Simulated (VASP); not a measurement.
# Br (Cmce) in VASP: settings compared, part 2 of 2

VASP 6.6.1. The steps go on from the part before.

## (3) Single point, HF

This run uses another cell than the first one, of 33.99 Å³/atom.

The input, POSCAR:

```
Br
1.0
    3.3632500000     -2.3225500000      0.0000000000
    3.3632500000      2.3225500000      0.0000000000
    0.0000000000      0.0000000000      8.7023000000
Br
4
Direct
    0.3651000000      0.6349000000      0.3901000000
    0.1349000000      0.8651000000      0.8901000000
    0.6349000000      0.3651000000      0.6099000000
    0.8651000000      0.1349000000      0.1099000000
```

The input, INCAR.step1:

```
SYSTEM = Br
PREC     = Accurate       ! precision mode
ENCUT    = 520            ! plane-wave cutoff, eV
EDIFF    = 1E-5           ! SCF threshold, eV
ISMEAR   = -1             ! smearing method
SIGMA    = 0.05           ! smearing width, eV
LREAL    = .False.        ! projectors in reciprocal space
LASPH    = .True.         ! aspherical terms in the spheres
NELM     = 100            ! most SCF steps
ALGO     = Normal         ! electronic algorithm
ISIF     = 2              ! what is computed and relaxed
LWAVE    = .True.         ! write WAVECAR
LCHARG   = .False.        ! write CHGCAR
NBANDS   = 22             ! bands
GGA      = PE             ! functional
```

The input, INCAR.step2:

```
SYSTEM = Br
PREC     = Accurate       ! precision mode
ENCUT    = 520            ! plane-wave cutoff, eV
EDIFF    = 1E-6           ! SCF threshold, eV
ISMEAR   = -1             ! smearing method
SIGMA    = 0.05           ! smearing width, eV
LREAL    = .False.        ! projectors in reciprocal space
LASPH    = .True.         ! aspherical terms in the spheres
NELM     = 100            ! most SCF steps
ALGO     = Normal         ! electronic algorithm
ISIF     = 2              ! what is computed and relaxed
LWAVE    = .False.        ! write WAVECAR
LCHARG   = .False.        ! write CHGCAR
GGA      = PE             ! functional
LHFCALC  = .True.         ! exact exchange
AEXX     = 1.0            ! exact-exchange fraction
ALDAC    = 0.0          
AGGAC    = 0.0          
PRECFOCK = Normal       
NBANDS   = 22             ! bands
ISTART   = 1
```

The input, KPOINTS:

```
regular mesh
0
Gamma
  4 4 2
  0 0 0
```

Potentials or basis: VASP PAW PBE potentials, release 64 (Br).

The run is started by

```bash
$ cat potpaw_PBE.64/Br/POTCAR > POTCAR
$ cp INCAR.step1 INCAR
$ mpirun -np 1 vasp_std > vasp.out
$ cp INCAR.step2 INCAR
$ mpirun -np 1 vasp_std > vasp.out
```

OUTCAR:

```text
SYSTEM = Br
   PREC = Accurate
   ENCUT = 520
   EDIFF = 1E-6
   ISMEAR = -1
   LREAL = .False.
   LASPH = .True.
   NELM = 100
   ISIF = 2
   GGA = PE
   LHFCALC = .True.
   AEXX = 1.0
   PRECFOCK = Normal
   ISTART = 1

 ion  position               nearest neighbor table
   1  0.365  0.635  0.390-   3 2.29
   2  0.135  0.865  0.890-   4 2.29
   3  0.635  0.365  0.610-   1 2.29
   4  0.865  0.135  0.110-   2 2.29

  LATTYP: Found a base centered orthorhombic cell.
 ALAT       =     4.6451000000
 B/A-ratio  =     1.4480850789
 C/A-ratio  =     1.8734365245

  Lattice vectors:

 A1 = (  -3.3632500000,  -2.3225500000,   0.0000000000)
 A2 = (   3.3632500000,  -2.3225500000,   0.0000000000)
 A3 = (   0.0000000000,   0.0000000000,   8.7023000000)

Analysis of symmetry for initial positions (statically):
=====================================================================
 Subroutine PRICEL returns:
 Original cell was already a primitive cell.

 Routine SETGRP: Setting up the symmetry group for a
 base centered orthorhombic supercell.

 Subroutine GETGRP returns: Found  8 space group operations
 (whereof  4 operations were pure point group operations)
 out of a pool of  8 trial point group operations.

The static configuration has the point symmetry C_2h.
 The point group associated with its full space group is D_2h.

Analysis of symmetry for dynamics (positions and initial velocities):
=====================================================================
 Subroutine PRICEL returns:
 Original cell was already a primitive cell.

 Routine SETGRP: Setting up the symmetry group for a
 base centered orthorhombic supercell.

 Subroutine GETGRP returns: Found  8 space group operations
 (whereof  4 operations were pure point group operations)
 out of a pool of  8 trial point group operations.

The dynamic configuration has the point symmetry C_2h.
 The point group associated with its full space group is D_2h.

 Subroutine INISYM returns: Found  8 space group operations
 (whereof  4 operations are pure point group operations),
 and found     1 'primitive' translations

----------------------------------------------------------------------------------------

                                     Primitive cell

  volume of cell :     135.9528

  direct lattice vectors                    reciprocal lattice vectors
     3.363250000 -2.322550000  0.000000000     0.148665725 -0.215280618  0.000000000
     3.363250000  2.322550000  0.000000000     0.148665725  0.215280618  0.000000000
     0.000000000  0.000000000  8.702300000     0.000000000  0.000000000  0.114912150

  length of vectors
     4.087259359  4.087259359  8.702300000     0.261624239  0.261624239  0.114912150

  position of ions in fractional coordinates (direct lattice)
     0.365100000  0.634900000  0.390100000
     0.134900000  0.865100000  0.890100000
     0.634900000  0.365100000  0.609900000
     0.865100000  0.134900000  0.109900000

  ion indices of the primitive-cell ions
   primitive index   ion index
                 1           1
                 2           2
[... 37 lines left out ...]
  0.500000  0.500000  0.000000      1.000000
  0.000000  0.000000  0.500000      1.000000
  0.250000 -0.000000  0.500000      4.000000
  0.500000 -0.000000  0.500000      2.000000
  0.250000  0.250000  0.500000      2.000000
  0.500000  0.250000  0.500000      4.000000
 -0.250000  0.250000  0.500000      2.000000
  0.500000  0.500000  0.500000      1.000000
   k-points           NKPTS =     14   k-points in BZ     NKDIM =     32   number of bands    NBANDS=     22
   number of dos      NEDOS =    301   number of ions     NIONS =      4
   total plane-waves  NPLWV =  63000
   dimension x,y,z NGX =    30 NGY =   30 NGZ =   70
   dimension x,y,z NGXF=    60 NGYF=   60 NGZF=  140
   ions per type =               4
   NGX,Y,Z   is equivalent  to a cutoff of  12.20, 12.20, 13.37 a.u.
   NGXF,Y,Z  is equivalent  to a cutoff of  24.40, 24.40, 26.75 a.u.
 SYSTEM =  Br
   PREC   = accura    normal or accurate (medium, high low for compatibility)
   ISTART =      1    job   : 0-new  1-cont  2-samecut
   ICHARG =      0    charge: 1-file 2-atom 10-const
   ISPIN  =      1    spin polarized calculation?
   LNONCOLLINEAR =      F non collinear calculations
   LSORBIT =      F    spin-orbit coupling
   LASPH  =      T    aspherical Exc in radial PAW
   ENCUT  =  520.0 eV  38.22 Ry    6.18 a.u.   7.60  7.60 16.18*2*pi/ulx,y,z
   NELM   =    100;   NELMIN=  2; NELMDL=  0     # of ELM steps
   EDIFF  = 0.1E-05   stopping-criterion for ELM
   LREAL  =      F    real-space projection
   EDIFFG = 0.1E-04   stopping-criterion for IOM
   NSW    =      0    number of steps for IOM
   IBRION =     -1    ionic relax: 0-MD 1-quasi-New 2-CG
   NFREE  =      0    steps in history (QN), initial steepest desc. (CG)
   ISIF   =      2    stress and relaxation
   ISYM   =      3    0-nonsym 1-usesym 2-fastsym
   POTIM  = 0.5000    time-step for ionic-motion
   TEBEG  =    0.0;   TEEND  =   0.0 temperature during run
   PSTRESS=    0.0 pullay stress
   NELECT =      28.0000    total number of electrons
   NUPDOWN=      -1.0000    fix difference up-down
   EMIN   =  10.00;   EMAX   =-10.00  energy-range for DOS
   EFERMI =   0.00;   METHOD = LEGACY
   ISMEAR =    -1;   SIGMA  =   0.05  broadening in eV -4-tet -1-fermi 0-gaus
   EFERMI_NEDOS =   21; number of points for ismear=-14 and -15
   IALGO  =     38    algorithm
   IMIX   =      1    mixing-type and parameters
     AMIX     =   0.40;   BMIX     =  1.00
     AMIX_MAG =   1.60;   BMIX_MAG =  1.00
  volume/ion in A,a.u.               =      33.99       229.36
  Fermi-wavevector in a.u.,A,eV,Ry     =   0.966788  1.826965 12.717090  0.934680
  Thomas-Fermi vector in A             =   2.096619
   LORBIT       =      0    0 simple, 1 ext, 2 COOP (PROOUT), +10 PAW based schemes
   GGA     = PE    functional components
   LHFCALC =     T    Hartree Fock is set to
   PRECFOCK=normal    Normal, Fast or Accurate (Low or Medium for compatibility)
   ENCUT4O =  -1.0   cutoff for four orbital integrals eV
   NKREDX  =     1    reduce k-point grid by
   NKREDY  =     1    reduce k-point grid by
   NKREDZ  =     1    reduce k-point grid by
   AEXX    =    1.0000 exact exchange contribution
   HFSCREEN=    0.0000 screening length (either q_TF or 0.3 A-1)
   HFSCREENC=   0.0000 screening length for correlation (either q_TF or 0.3 A-1)
   ENCUTFOCK=  -1.0 apply spherical cutoff to Coloumb kernel
   IVDW    =     0    specifies the selected vdW correction
   LEPSILON=     F    determine dielectric tensor
   LRPA    =     F    only Hartree local field effects (RPA)
 non-spin polarized calculation
  energy-cutoff  :      520.00
  volume of cell :      135.95
 maximum number of plane-waves:      3697
  NGX = 24; NGY = 24; NGZ = 50

 number of electron      27.9999998 magnetization

 Free energy of the ion-electron system (eV)
  ---------------------------------------------------
  ext. energy  EPLUGINS =         0.00000000
  ---------------------------------------------------
  free energy    TOTEN  =       -20.84586508 eV

  energy without entropy =      -20.84586508  energy(sigma->0) =      -20.84586508

 E-fermi :  -3.0840     XC(G=0):   0.0000

 val. band max:       -4.2217689125   @ k =   0.5000  -0.0000   0.5000
 cond. band min:       6.1134250249   @ k =   0.0000   0.0000   0.0000
 fundamental gap:     10.3351939375
 Fermi energy:        -3.0840225920

 k-point     1 :       0.0000    0.0000    0.0000
  band No.  band energies     occupation
      1     -24.9816      2.00000
      2     -24.5036      2.00000
      3     -21.1459      2.00000
      4     -20.1364      2.00000
      5      -9.1388      2.00000
      6      -7.7622      2.00000
[... 339 lines left out ...]
     21      13.3074      0.00000
     22      13.3074      0.00000

------------------------ aborting loop because EDIFF is reached ----------------------------------------

  FORCE on cell =-STRESS in cart. coord.  units (eV):
  Direction    XX          YY          ZZ          XY          YZ          ZX
  --------------------------------------------------------------------------------------
  -------------------------------------------------------------------------------------
  Total        1.9556401      1.9860044      1.0836412      0.0000000      0.0000000      0.0000000
  in kB       23.0468325     23.4046703     12.7704971      0.0000000      0.0000000      0.0000000
  external PRESSURE =      19.7406666 kB  Pullay stress =       0.0000000 kB

 VOLUME and BASIS-vectors are now :
 -----------------------------------------------------------------------------
  energy-cutoff  :      520.00
  volume of cell :      135.95
      direct lattice vectors                 reciprocal lattice vectors
     3.363250000 -2.322550000  0.000000000     0.148665725 -0.215280618  0.000000000
     3.363250000  2.322550000  0.000000000     0.148665725  0.215280618  0.000000000
     0.000000000  0.000000000  8.702300000     0.000000000  0.000000000  0.114912150

 POSITION                                       TOTAL-FORCE (eV/Angst)
 -----------------------------------------------------------------------------------
      3.36325      0.62662      3.39477         0.000000     -0.294077      0.603467
      3.36325      1.69593      7.74592         0.000000      0.294077      0.603467
      3.36325     -0.62662      5.30753         0.000000      0.294077     -0.603467
      3.36325     -1.69593      0.95638         0.000000     -0.294077     -0.603467
 -----------------------------------------------------------------------------------
    total drift:                               -0.000000      0.000000     -0.000000

  FREE ENERGIE OF THE ION-ELECTRON SYSTEM (eV)
  ---------------------------------------------------
  free  energy   TOTEN  =       -20.8458650814 eV

  energy  without entropy=      -20.8458650814  energy(sigma->0) =      -20.84586508
```

It took 26 min on 1 thread of Intel Xeon Platinum 8375C at 2.90GHz (Ice Lake), shared host; peak memory 0.29 GiB.

Results:

| Quantity | Value |
| --- | --- |
| Free energy | -20.8459 eV |
| Pressure | 2.0 GPa |
| Largest force | 0.671 eV/Å |
| Band gap on the k mesh | 10.34 eV (least direct gap 10.59 eV) |

Forces in eV/Å, atoms in the order of the input:
```
Br   0.000 -0.294  0.603
Br   0.000  0.294  0.603
Br   0.000  0.294 -0.603
Br   0.000 -0.294 -0.603
```

Caveat: the PAW data sets were made with another functional, which shifts forces and pressure a little.

## (4) Single point, RPBE

This run uses another cell than the first one, of 33.99 Å³/atom.

The input, INCAR:

```
SYSTEM = Br
  PREC = Accurate
  ENCUT = 520
  EDIFF = 1E-6
  ISMEAR = -1
  SIGMA = 0.05
  LREAL = .False.
  LASPH = .True.
  NELM = 80
  ALGO = Normal
  ISIF = 2
  LWAVE = .False.
  LCHARG = .False.
  GGA = RP
  NBANDS = 22
```

The input, KPOINTS:

```
Automatic mesh
0
Gamma
  7 7 3
  0 0 0
```

POSCAR is that of step 3.

The run is started by

```bash
$ cat potpaw_PBE.64/Br/POTCAR > POTCAR
$ mpirun -np 1 vasp_std > vasp.out
```

Wall time 50 s (1 thread of Intel Xeon 6975P-C (Granite Rapids), shared host); peak memory 0.26 GiB.

The run converged. Its results:

- Free energy: -5.4607 eV
- Pressure: 3.5 GPa
- Largest force: 0.857 eV/Å
- Band gap on the k mesh: 1.98 eV (least direct gap 2.00 eV)

Forces in eV/Å, atoms in the order of the input:
```
Br   0.000  0.419 -0.748
Br   0.000 -0.419 -0.748
Br   0.000 -0.419  0.748
Br   0.000  0.419  0.748
```

Stress tensor (GPa, compression positive):
```
2.72 0.00 0.00
0.00 2.99 0.00
0.00 0.00 4.71
```

Levels at points of the mesh, in eV from the valence-band top:
```
           k point  band 11  band 12  band 13  band 14  band 15  band 16  band 17  band 18
(0.00, 0.00, 0.00)    -0.88    -0.32    -0.05    -0.02     1.98     2.70     6.36     6.98
```

Caveat: the cell stands under pressure; this functional lacks dispersion, which holds the molecules together, so the pressure and a relaxed volume are unreliable; the PAW data sets were made with another functional, which shifts forces and pressure a little. RPBE gaps usually lie below the measured ones, often by a third to a half.

## (5) Overview

```csv
level,potentials or basis,cell,k mesh,grid for exact exchange (PRECFOCK),share of exact exchange,gap on the mesh (eV),pressure (GPa),largest force (eV/Å)
LDA,"VASP PAW LDA potentials, release 64 (Br)","a = 4.167, b = 4.167, c = 8.873 Å, angles 90.0, 90.0, 69.3°, 4 atoms",7 × 7 × 3,-,-,1.58,-2.5,0.16
HF,"VASP PAW PBE potentials, release 64 (Br)","a = 4.087, b = 4.087, c = 8.702 Å, angles 90.0, 90.0, 69.3°, 4 atoms",4 × 4 × 2,Normal,1,10.34,2.0,0.67
RPBE,"VASP PAW PBE potentials, release 64 (Br)","a = 4.087, b = 4.087, c = 8.702 Å, angles 90.0, 90.0, 69.3°, 4 atoms",7 × 7 × 3,-,-,1.98,3.5,0.86
```

Alike in all rows: task single point; no spin polarisation; cutoff (eV) 520; smearing fermi-dirac 0.05 eV.

Caveats: the PAW data sets were made with another functional, which shifts forces and pressure a little (at least some runs); the cell stands under pressure (at least some runs); this functional lacks dispersion, which holds the molecules together, so the pressure and a relaxed volume are unreliable (at least some runs).

Total energies depend on the potentials used, so only differences within one code and one set of settings carry meaning.
